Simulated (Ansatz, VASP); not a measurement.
**Pt3Pb in VASP and in Ansatz**

```
Pt Pb
1.0
     4.04045    0.00000    0.00000
     0.00000    4.04045    0.00000
     0.00000    0.00000    4.04045
Pt Pb
3 1
Cartesian
  0.0000 2.0202 2.0202
  2.0202 0.0000 2.0202
  2.0202 2.0202 0.0000
  0.0000 0.0000 0.0000
```

Alike in both runs: functional LDA; k mesh 10 × 10 × 10; occupations fermi-dirac, width 0.15 eV; no spin polarisation.

Ansatz relaxed the structure, and its values are those at the end. VASP's run is a single point on that final structure, the one shown.

|  | VASP | Ansatz |
| --- | --- | --- |
| version | VASP 6.6.1 | Ansatz 0.2.0 |
| potentials or method | VASP PAW LDA potentials, release 64 (Pt, Pb_d), cutoff 520 eV | scalar-relativistic, plane waves, PAW |
| valence electrons in the cell | 44 | 68 |

```csv
,VASP,Ansatz,Ansatz less VASP
gap on the k mesh at the Fermi level (eV),none,none,-
pressure (GPa),0.7,0.0,-0.67
```

LDA's correlation is that of Perdew and Zunger in VASP and of Perdew and Wang (1992) in Ansatz. A gap of «none» marks a metal or a gap that the smearing closes. VASP's potentials hold 44 valence electrons a cell and Ansatz's 68, so a difference there can come from the potentials and not from the codes.

Neither program's run includes spin-orbit coupling.
